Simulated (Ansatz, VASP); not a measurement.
# ZrWN2: VASP beside Ansatz

Contents of INCAR:

```
SYSTEM = ZrWN2
ALGO = Normal ; EDIFF = 1E-7
EDIFFG = -0.04 ; ENCUT = 600
GGA = PE ; IBRION = 2
ISIF = 3 ; ISMEAR = 0
LASPH = .True. ; LCHARG = .False.
LREAL = .False. ; LWAVE = .False.
NELM = 80 ; NSW = 90
PREC = Accurate ; SIGMA = 0.1
```

KPOINTS

```
k-points
0
Gamma
  6 6 6
  0 0 0
```

POSCAR

```
ZrWN2
1.0
    1.5801434300      0.9122962300      5.1902600100
   -1.5801434300      0.9122962300      5.1902600100
    0.0000000000     -1.8245924700      5.1902600100
Zr W N
1 1 2
Direct
    0.5000000000      0.5000000000      0.5000000000
    0.0000000000      0.0000000000      0.0000000000
    0.7384101600      0.7384101600      0.7384101600
    0.2615898400      0.2615898400      0.2615898400
```

Input for Ansatz:

```yaml
crystal:
  lattice:
    - [1.58014343, 0.91229623, 5.19026001]
    - [-1.58014343, 0.91229623, 5.19026001]
    - [0.0, -1.82459247, 5.19026001]
  atoms:
    - { symbol: Zr, position: [0.5, 0.5, 0.5] }
    - { symbol: W, position: [0.0, 0.0, 0.0] }
    - { symbol: "N", position: [0.73841016, 0.73841016, 0.73841016] }
    - { symbol: "N", position: [0.26158984, 0.26158984, 0.26158984] }
basis:
  ecutwfc: 420
kpoints:
  mp_grid: { grid: [6, 6, 6] }
hamiltonian:
  xc: pbe
scf:
  occupations: { method: gaussian, width: 0.1 }
  lower_state_search: "off"
output:
  forces: true
  stress: true
  eigenvalues: true
relax:
  adjacent_minimum: "off"
  f_tol: 0.04
  max_steps: 70
  cell: { stress_tol: 0.4 }
```

Alike in both runs: task relaxation of cell and atoms; functional PBE; k mesh 6 × 6 × 6; occupations gaussian, width 0.1 eV; no spin polarisation.

|  | VASP | Ansatz |
| --- | --- | --- |
| version | VASP 6.6.1 | Ansatz 0.2.0 |
| potentials or method | VASP PAW PBE potentials, release 64 (Zr_sv, W_sv, N), cutoff 600 eV | scalar-relativistic, plane waves, PAW |
| valence electrons in the cell | 36 | 36 |

```tsv
	VASP	Ansatz	Ansatz less VASP
gap on the k mesh at the Fermi level, each at its own relaxed structure (eV)	none	none	-
relaxed volume (Å³/atom)	11.09	11.07	-0.024
relaxed length of the cell vector where the two differ most in proportion (Å)	5.350	5.379	+0.0291
```

A gap of «none» marks a metal or a gap that the smearing closes.

The k mesh is coarse, so the values compare programs but aren't converged. Spin-orbit coupling is off throughout.
